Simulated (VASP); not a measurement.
# Si3IrRu (P4mm) in VASP: single point with PBE

Aim: the single point of Si3IrRu with PBE.

Everything below comes from runs of VASP 6.6.1. Logs are shortened: lines on timing, memory, paths and dates and some standing lists are left out, and cuts for length are marked.

## Step 1: The cell of the first run

Symmetry: P4mm, No. 99, tetragonal system. Conventional cell: a = 4.166 Å, b = 4.166 Å, c = 4.970 Å, α = 90.00°, β = 90.00°, γ = 90.00°. Within 3.2 Å of Si (site symmetry 2mm) lie 2 Ru at 2.39 Å and 2 Ir at 2.40 Å and 6 Si at 2.56 to 2.95 Å. Si (site symmetry 4mm) has 2 Ru at 2.31 to 2.66 Å and 4 Si at 2.56 Å within 3.0 Å. Within 3.0 Å of Ru (site symmetry 4mm) lie 6 Si at 2.31 to 2.66 Å and 4 Ir at 2.95 Å. Within 3.2 Å of Ir (site symmetry 4mm) lie 4 Si at 2.40 Å and 4 Ru at 2.95 Å.

The cell was generated, and may not be a known phase.

## Step 2: Single point, PBE

INCAR reads:

```
SYSTEM = Si3IrRu
PREC = Accurate
ENCUT = 500
EDIFF = 1E-6
ISMEAR = 0
SIGMA = 0.2
LREAL = .FALSE.
LASPH = .TRUE.
NELM = 120
ALGO = Normal
ISIF = 2
LWAVE = .FALSE.
LCHARG = .FALSE.
GGA = PE
NBANDS = 26
GGA_COMPAT = .FALSE.
```

KPOINTS reads:

```
Automatic mesh
0
G
  4 4 4
  0 0 0
```

POSCAR reads:

```
Si3IrRu
1.0
    4.1656772272      0.0000000000      0.0000000000
    0.0000000000      4.1656772272      0.0000000000
    0.0000000000      0.0000000000      4.9702577688
Si Ru Ir
3 1 1
Direct
    0.5000000000      0.0000000000      1.0750669508
    0.0000000000      0.5000000000      1.0750669508
    0.0000000000      0.0000000000      0.7750002909
    0.0000000000      0.0000000000      0.3108135478
    0.5000000000      0.5000000000      0.3134632297
```

Potentials or basis: VASP PAW PBE potentials, release 64 (Si, Ru_pv, Ir).

Run with:

```sh
> cat potpaw_PBE.64/Si/POTCAR potpaw_PBE.64/Ru_pv/POTCAR potpaw_PBE.64/Ir/POTCAR > POTCAR
> mpirun -np 1 vasp_std > vasp.out
```

OUTCAR:

```text
SYSTEM = Si3IrRu
   PREC = Accurate
   ENCUT = 500
   EDIFF = 1E-6
   ISMEAR = 0
   LREAL = .FALSE.
   LASPH = .TRUE.
   NELM = 120
   ISIF = 2
   GGA = PE

 ion  position               nearest neighbor table
   1  0.500  0.000  0.075-   4 2.39   4 2.39   5 2.40   5 2.40   3 2.56   3 2.56   2 2.95   2 2.95
                             2 2.95   2 2.95
   2  0.000  0.500  0.075-   4 2.39   4 2.39   5 2.40   5 2.40   3 2.56   3 2.56   1 2.95   1 2.95
                             1 2.95   1 2.95
   3  0.000  0.000  0.775-   4 2.31   2 2.56   1 2.56   2 2.56   1 2.56   4 2.66
   4  0.000  0.000  0.311-   3 2.31   2 2.39   1 2.39   2 2.39   1 2.39   3 2.66   5 2.95   5 2.95
                             5 2.95   5 2.95
   5  0.500  0.500  0.313-   1 2.40   2 2.40   1 2.40   2 2.40   4 2.95   4 2.95   4 2.95   4 2.95

  LATTYP: Found a simple tetragonal cell.
 ALAT       =     4.1656772272
 C/A-ratio  =     1.1931451953

  Lattice vectors:

 A1 = (   4.1656772272,   0.0000000000,   0.0000000000)
 A2 = (   0.0000000000,   4.1656772272,   0.0000000000)
 A3 = (   0.0000000000,   0.0000000000,   4.9702577688)

Analysis of symmetry for initial positions (statically):
=====================================================================
 Subroutine PRICEL returns:
 Original cell was already a primitive cell.

 Routine SETGRP: Setting up the symmetry group for a
 simple tetragonal supercell.

 Subroutine GETGRP returns: Found  8 space group operations
 (whereof  8 operations were pure point group operations)
 out of a pool of 16 trial point group operations.

The static configuration has the point symmetry C_4v.

Analysis of symmetry for dynamics (positions and initial velocities):
=====================================================================
 Subroutine PRICEL returns:
 Original cell was already a primitive cell.

 Routine SETGRP: Setting up the symmetry group for a
 simple tetragonal supercell.

 Subroutine GETGRP returns: Found  8 space group operations
 (whereof  8 operations were pure point group operations)
 out of a pool of 16 trial point group operations.

The dynamic configuration has the point symmetry C_4v.

 Subroutine INISYM returns: Found  8 space group operations
 (whereof  8 operations are pure point group operations),
 and found     1 'primitive' translations

----------------------------------------------------------------------------------------

                                     Primitive cell

  volume of cell :      86.2482

  direct lattice vectors                    reciprocal lattice vectors
     4.165677227  0.000000000  0.000000000     0.240057005  0.000000000  0.000000000
     0.000000000  4.165677227  0.000000000     0.000000000  0.240057005  0.000000000
     0.000000000  0.000000000  4.970257769     0.000000000  0.000000000  0.201196808

  length of vectors
     4.165677227  4.165677227  4.970257769     0.240057005  0.240057005  0.201196808

  position of ions in fractional coordinates (direct lattice)
     0.500000000  0.000000000  0.075066951
     0.000000000  0.500000000  0.075066951
     0.000000000  0.000000000  0.775000291
     0.000000000  0.000000000  0.310813548
     0.500000000  0.500000000  0.313463230

  ion indices of the primitive-cell ions
   primitive index   ion index
                 1           1
                 2           2
                 3           3
                 4           4
                 5           5

----------------------------------------------------------------------------------------

 KPOINTS: Automatic mesh

Automatic generation of k-mesh.
 Grid dimensions read from file:
 generate k-points for:    4    4    4

 Generating k-lattice:

  Cartesian coordinates                     Fractional coordinates (reciprocal lattice)
     0.060014251  0.000000000  0.000000000     0.250000000  0.000000000  0.000000000
     0.000000000  0.060014251  0.000000000     0.000000000  0.250000000  0.000000000
     0.000000000  0.000000000  0.050299202     0.000000000  0.000000000  0.250000000

  Length of vectors
     0.060014251  0.060014251  0.050299202

  Shift w.r.t. Gamma in fractional coordinates (k-lattice)
     0.000000000  0.000000000  0.000000000

 Subroutine IBZKPT returns following result:
 ===========================================

 Found     18 irreducible k-points:

 Following reciprocal coordinates:
            Coordinates               Weight
  0.000000  0.000000  0.000000      1.000000
  0.250000  0.000000  0.000000      4.000000
  0.500000  0.000000  0.000000      2.000000
  0.250000  0.250000  0.000000      4.000000
  0.500000  0.250000  0.000000      4.000000
  0.500000  0.500000  0.000000      1.000000
[... 10 lines left out ...]
  0.500000  0.250000  0.500000      4.000000
  0.500000  0.500000  0.500000      1.000000
   k-points           NKPTS =     18   k-points in BZ     NKDIM =     18   number of bands    NBANDS=     26
   number of dos      NEDOS =    301   number of ions     NIONS =      5
   total plane-waves  NPLWV =  32400
   dimension x,y,z NGX =    30 NGY =   30 NGZ =   36
   dimension x,y,z NGXF=    60 NGYF=   60 NGZF=   72
   ions per type =               3   1   1
   NGX,Y,Z   is equivalent  to a cutoff of  11.97, 11.97, 12.04 a.u.
   NGXF,Y,Z  is equivalent  to a cutoff of  23.95, 23.95, 24.08 a.u.
 SYSTEM =  Si3IrRu
   PREC   = accura    normal or accurate (medium, high low for compatibility)
   ISTART =      0    job   : 0-new  1-cont  2-samecut
   ICHARG =      2    charge: 1-file 2-atom 10-const
   ISPIN  =      1    spin polarized calculation?
   LNONCOLLINEAR =      F non collinear calculations
   LSORBIT =      F    spin-orbit coupling
   LASPH  =      T    aspherical Exc in radial PAW
   ENCUT  =  500.0 eV  36.75 Ry    6.06 a.u.   7.59  7.59  9.06*2*pi/ulx,y,z
   NELM   =    120;   NELMIN=  2; NELMDL= -5     # of ELM steps
   EDIFF  = 0.1E-05   stopping-criterion for ELM
   LREAL  =      F    real-space projection
   EDIFFG = 0.1E-04   stopping-criterion for IOM
   NSW    =      0    number of steps for IOM
   IBRION =     -1    ionic relax: 0-MD 1-quasi-New 2-CG
   NFREE  =      0    steps in history (QN), initial steepest desc. (CG)
   ISIF   =      2    stress and relaxation
   ISYM   =      2    0-nonsym 1-usesym 2-fastsym
   POTIM  = 0.5000    time-step for ionic-motion
   TEBEG  =    0.0;   TEEND  =   0.0 temperature during run
   PSTRESS=    0.0 pullay stress
   NELECT =      35.0000    total number of electrons
   NUPDOWN=      -1.0000    fix difference up-down
   EMIN   =  10.00;   EMAX   =-10.00  energy-range for DOS
   EFERMI =   0.00;   METHOD = LEGACY
   ISMEAR =     0;   SIGMA  =   0.20  broadening in eV -4-tet -1-fermi 0-gaus
   EFERMI_NEDOS =   21; number of points for ismear=-14 and -15
   IALGO  =     38    algorithm
   IMIX   =      4    mixing-type and parameters
     AMIX     =   0.40;   BMIX     =  1.00
     AMIX_MAG =   1.60;   BMIX_MAG =  1.00
  volume/ion in A,a.u.               =      17.25       116.41
  Fermi-wavevector in a.u.,A,eV,Ry     =   1.212032  2.290409 19.987256  1.469022
  Thomas-Fermi vector in A             =   2.347529
   LORBIT       =      0    0 simple, 1 ext, 2 COOP (PROOUT), +10 PAW based schemes
   GGA     = PE    functional components
   LHFCALC =     F    Hartree Fock is set to
   AEXX    =    0.0000 exact exchange contribution
   IVDW    =     0    specifies the selected vdW correction
   LEPSILON=     F    determine dielectric tensor
   LRPA    =     F    only Hartree local field effects (RPA)
 non-spin polarized calculation
 Gauss-broadening in eV      SIGMA  =   0.20
  energy-cutoff  :      500.00
  volume of cell :       86.25
 maximum number of plane-waves:      2204
   NGX = 15   NGY = 15   NGZ = 19

 number of electron      34.9999994 magnetization

 Free energy of the ion-electron system (eV)
  ---------------------------------------------------
  ext. energy  EPLUGINS =         0.00000000
  ---------------------------------------------------
  free energy    TOTEN  =       -34.11547905 eV

  energy without entropy =      -34.09666132  energy(sigma->0) =      -34.10607019

 E-fermi :   7.4240     XC(G=0): -10.9741

 val. band max:        7.2949967075   @ k =   0.5000   0.5000   0.5000
 cond. band min:       7.5685774766   @ k =   0.2500   0.0000   0.0000
 fundamental gap:      0.2735807691
 Fermi energy:         7.4239978029

 k-point     1 :       0.0000    0.0000    0.0000
  band No.  band energies     occupation
      1     -34.9705      2.00000
      2     -34.8853      2.00000
      3     -34.8853      2.00000
      4      -4.5623      2.00000
      5       0.0991      2.00000
      6       0.1813      2.00000
[... 18 lines left out ...]
     25      13.4021      0.00000
     26      13.4021      0.00000

 k-point     2 :       0.2500    0.0000    0.0000
  band No.  band energies     occupation
      1     -34.9702      2.00000
      2     -34.8884      2.00000
      3     -34.8857      2.00000
      4      -4.0756      2.00000
      5      -0.6789      2.00000
      6       0.5900      2.00000
[... 18 lines left out ...]
     25      13.5401      0.00000
     26      14.3223      0.00000

 k-point     3 :       0.5000    0.0000    0.0000
  band No.  band energies     occupation
      1     -34.9699      2.00000
      2     -34.8914      2.00000
      3     -34.8860      2.00000
      4      -3.1226      2.00000
      5      -2.0195      2.00000
      6       1.1189      2.00000
[... 18 lines left out ...]
     25      14.7094      0.00000
     26      14.9889      0.00000

 k-point     4 :       0.2500    0.2500    0.0000
  band No.  band energies     occupation
      1     -34.9699      2.00000
      2     -34.8887      2.00000
      3     -34.8876      2.00000
      4      -3.6071      2.00000
      5      -0.5121      2.00000
      6       0.0002      2.00000
[... 18 lines left out ...]
     25      13.7331      0.00000
     26      14.0664      0.00000

 k-point     5 :       0.5000    0.2500    0.0000
  band No.  band energies     occupation
      1     -34.9696      2.00000
      2     -34.8907      2.00000
      3     -34.8880      2.00000
      4      -2.6797      2.00000
      5      -1.6361      2.00000
      6       0.3187      2.00000
[... 18 lines left out ...]
     25      13.6094      0.00000
     26      14.2798      0.00000

 k-point     6 :       0.5000    0.5000    0.0000
  band No.  band energies     occupation
      1     -34.9693      2.00000
      2     -34.8900      2.00000
      3     -34.8900      2.00000
      4      -1.7051      2.00000
      5      -1.0510      2.00000
      6      -1.0510      2.00000
[... 253 lines left out ...]
 k-point    15 :       0.5000    0.0000    0.5000
  band No.  band energies     occupation
      1     -34.9711      2.00000
      2     -34.8914      2.00000
      3     -34.8860      2.00000
      4      -2.7332      2.00000
      5      -1.8772      2.00000
      6       0.9802      2.00000
[... 18 lines left out ...]
     25      14.2611      0.00000
     26      14.3244      0.00000

 k-point    16 :       0.2500    0.2500    0.5000
  band No.  band energies     occupation
      1     -34.9711      2.00000
      2     -34.8887      2.00000
      3     -34.8876      2.00000
      4      -3.2306      2.00000
      5      -0.5199      2.00000
      6       0.0319      2.00000
[... 18 lines left out ...]
     25      13.9430      0.00000
     26      14.1902      0.00000

 k-point    17 :       0.5000    0.2500    0.5000
  band No.  band energies     occupation
      1     -34.9708      2.00000
      2     -34.8907      2.00000
      3     -34.8880      2.00000
      4      -2.2939      2.00000
      5      -1.5574      2.00000
      6       0.6231      2.00000
[... 18 lines left out ...]
     25      13.7361      0.00000
     26      14.0953      0.00000

 k-point    18 :       0.5000    0.5000    0.5000
  band No.  band energies     occupation
      1     -34.9705      2.00000
      2     -34.8899      2.00000
      3     -34.8899      2.00000
      4      -1.1199      2.00000
      5      -1.1199      2.00000
      6      -0.9680      2.00000
[... 18 lines left out ...]
     25      13.9342      0.00000
     26      15.7704      0.00000

------------------------ aborting loop because EDIFF is reached ----------------------------------------

  FORCE on cell =-STRESS in cart. coord.  units (eV):
  Direction    XX          YY          ZZ          XY          YZ          ZX
  --------------------------------------------------------------------------------------
  -------------------------------------------------------------------------------------
  Total        0.1169291      0.1169291      0.2173375      0.0000000      0.0000000      0.0000000
  in kB        2.1721155      2.1721155      4.0373376      0.0000000      0.0000000      0.0000000
  external PRESSURE =       2.7938562 kB  Pullay stress =       0.0000000 kB

 VOLUME and BASIS-vectors are now :
 -----------------------------------------------------------------------------
  energy-cutoff  :      500.00
  volume of cell :       86.25
      direct lattice vectors                 reciprocal lattice vectors
     4.165677227  0.000000000  0.000000000     0.240057005  0.000000000  0.000000000
     0.000000000  4.165677227  0.000000000     0.000000000  0.240057005  0.000000000
     0.000000000  0.000000000  4.970257769     0.000000000  0.000000000  0.201196808

 POSITION                                       TOTAL-FORCE (eV/Angst)
 -----------------------------------------------------------------------------------
      2.08284      0.00000      0.37310         0.000000      0.000000     -0.048692
      0.00000      2.08284      0.37310         0.000000      0.000000     -0.048692
      0.00000      0.00000      3.85195         0.000000      0.000000      0.018818
      0.00000      0.00000      1.54482         0.000000      0.000000      0.024895
      2.08284      2.08284      1.55799        -0.000000     -0.000000      0.053672
 -----------------------------------------------------------------------------------
    total drift:                                0.000000     -0.000000      0.000307

  FREE ENERGIE OF THE ION-ELECTRON SYSTEM (eV)
  ---------------------------------------------------
  free  energy   TOTEN  =       -34.1154790500 eV

  energy  without entropy=      -34.0966613219  energy(sigma->0) =      -34.10607019
```

Wall time 34 s (1 thread of Intel Xeon Platinum 8559C (Emerald Rapids), shared host); peak memory 0.19 GiB.

Results:

- Free energy: -34.1155 eV
- Pressure: 0.3 GPa
- Largest force: 0.054 eV/Å
- Band gap on the k mesh: zero (an odd number of electrons rules out a gap without spin polarisation)

Forces on the atoms (eV/Å):
```
Si   0.000  0.000 -0.049
Si   0.000  0.000 -0.049
Si   0.000  0.000  0.019
Ru   0.000  0.000  0.025
Ir   0.000  0.000  0.054
```

Levels at points of the mesh, in eV from the Fermi level:
| k point | band 14 | band 15 | band 16 | band 17 | band 18 | band 19 | band 20 | band 21 | band 22 | band 23 |
| --- | --- | --- | --- | --- | --- | --- | --- | --- | --- | --- |
| (0.00, 0.00, 0.00) | -1.27 | -1.27 | -1.05 | -0.51 | -0.32 | 1.17 | 2.60 | 3.40 | 3.40 | 5.22 |
| (0.50, 0.00, 0.00) | -2.10 | -1.74 | -1.17 | -0.89 | -0.27 | -0.24 | 1.54 | 2.72 | 2.91 | 4.25 |
| (0.50, 0.50, 0.00) | -1.85 | -1.17 | -1.17 | -0.89 | -0.89 | 0.41 | 1.01 | 3.37 | 3.73 | 5.17 |
| (0.00, 0.00, 0.50) | -1.54 | -0.36 | 0.68 | 0.68 | 0.69 | 1.17 | 1.40 | 1.40 | 3.69 | 4.38 |
| (0.50, 0.00, 0.50) | -2.14 | -2.00 | -1.77 | -0.92 | 0.63 | 1.30 | 2.54 | 3.56 | 4.31 | 5.29 |
| (0.50, 0.50, 0.50) | -2.19 | -1.45 | -1.45 | -0.85 | -0.85 | -0.13 | 1.76 | 2.27 | 5.75 | 5.75 |

Caveat: the k points lie up to 0.38 Å⁻¹ apart, too coarse for converged energies and pressures of a metal; spin-orbit coupling is left out, which moves the levels of the heavy elements.

The gap in the log of VASP goes by the Fermi energy; the results here count the filled bands.